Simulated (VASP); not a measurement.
The system is Sn.

```
Sn
1.0
     0.00000    3.23334    3.23334
     3.23334    0.00000    3.23334
     3.23334    3.23334    0.00000
Sn
2
Direct
  0.50000 0.50000 0.50000
  0.75000 0.75000 0.75000
```

This isn't the form of Sn at room conditions, which is tetragonal (white tin).

| Item | Value |
| --- | --- |
| Program | VASP 6.6.1 |
| Task | relaxation of cell and atoms |
| Functional | PBEsol |
| Potentials or basis | VASP PAW PBE potentials, release 64 (Sn_d) |
| Cutoff | 600 eV |
| k mesh | 10 × 10 × 10 |
| Occupations | fermi-dirac, width 0.1 eV |
| Spin | no spin polarisation |

At the start: pressure 1.5 GPa; volume 33.80 Å³/atom.

Q: How do energy, volume and symmetry change on relaxing?

A: Over 3 steps the energy falls by 5.4 meV/atom and the volume is 34.97 Å³/atom (+3.4 %); space group Fd-3m (No. 227, to 0.1 Å) before and after.

The path:
```tsv
step	energy change (eV)	largest force (eV/Å)	pressure (GPa)	volume (Å³)
1	0.0000	0.0000	1.53	67.61
2	-0.0093	0.0000	-0.48	70.82
3	-0.0108	0.0000	-0.01	69.94
```

Final structure:
```xyz
2
Lattice="0.0000 3.2701 3.2701 3.2701 0.0000 3.2701 3.2701 3.2701 0.0000" Properties=species:S:1:pos:R:3 pbc="T T T"
Sn    3.2701    3.2701    3.2701
Sn    4.9051    4.9051    4.9051
```

Caveat: the PAW data sets were made with another functional, which shifts forces and pressure a little.
